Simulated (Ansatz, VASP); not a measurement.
**Two plane-wave programs on Al3BN2**

The input INCAR:

```
SYSTEM = Al3BN2
PREC     = Accurate       ! precision mode
ENCUT    = 600            ! plane-wave cutoff, eV
EDIFF    = 1E-7           ! SCF threshold, eV
ISMEAR   = 0              ! smearing method
SIGMA    = 0.15           ! smearing width, eV
LREAL    = .False.        ! projectors in reciprocal space
LASPH    = .True.         ! aspherical terms in the spheres
NELM     = 120            ! most SCF steps
ALGO     = Normal         ! electronic algorithm
ISIF     = 3              ! what is computed and relaxed
LWAVE    = .False.        ! write WAVECAR
LCHARG   = .False.        ! write CHGCAR
GGA      = PE             ! functional
IBRION   = 2              ! ionic algorithm
NSW      = 36             ! ionic steps
EDIFFG   = -0.08          ! ionic threshold
GGA_COMPAT= .False.      
NELMIN   = 4
```

File KPOINTS:

```
regular mesh
0
Gamma
  3 3 2
  0 0 0
```

POSCAR

```
Al3BN2
1.0
    2.4754042100     -2.7844656500      0.0000000000
    2.4754042100      2.7844656500      0.0000000000
    0.0000000000      0.0000000000      6.4867669100
Al B N
3 1 2
Direct
    0.0000000000      0.5000000000      0.0638456200
    0.5000000000      0.0000000000      0.9361543800
    0.5000000000      0.5000000000      0.5000000000
    0.0000000000      0.0000000000      0.0000000000
    0.5000000000      0.5000000000      0.1014434200
    0.5000000000      0.5000000000      0.8985565800
```

Input for Ansatz:

```yaml
crystal:
  lattice:
    - [2.47540421, -2.78446565, 0.0]
    - [2.47540421, 2.78446565, 0.0]
    - [0.0, 0.0, 6.48676691]
  atoms:
    - { symbol: Al, position: [0.0, 0.5, 0.06384562] }
    - { symbol: Al, position: [0.5, 0.0, 0.93615438] }
    - { symbol: Al, position: [0.5, 0.5, 0.5] }
    - { symbol: B, position: [0.0, 0.0, 0.0] }
    - { symbol: "N", position: [0.5, 0.5, 0.10144342] }
    - { symbol: "N", position: [0.5, 0.5, 0.89855658] }
basis:
  ecutwfc: 420
kpoints:
  mp_grid: { grid: [3, 3, 2] }
hamiltonian:
  xc: pbe
scf:
  occupations: { method: gaussian, width: 0.15 }
  lower_state_search: "off"
output:
  forces: true
  stress: true
  eigenvalues: true
relax:
  adjacent_minimum: "off"
  f_tol: 0.08
  max_steps: 16
  cell: { stress_tol: 0.8 }
```

Alike in both runs: task relaxation of cell and atoms; functional PBE; k mesh 3 × 3 × 2; occupations gaussian, width 0.15 eV; no spin polarisation.

|  | VASP | Ansatz |
| --- | --- | --- |
| version | VASP 6.6.1 | Ansatz 0.2.0 |
| potentials or method | VASP PAW PBE potentials, release 64 (Al, B, N), cutoff 600 eV | scalar-relativistic, plane waves, PAW |
| valence electrons in the cell | 22 | 22 |

```tsv
	VASP	Ansatz	Ansatz less VASP
gap on the k mesh at the Fermi level, each at its own relaxed structure (eV)	none	none	-
relaxed volume (Å³/atom)	15.62	15.62	+0.003
relaxed cell length with the largest relative difference (Å)	5.162	5.165	+0.0039
```

A gap of «none» marks a metal or a gap that the smearing closes.

The k mesh is coarse, so the values compare programs but aren't converged.
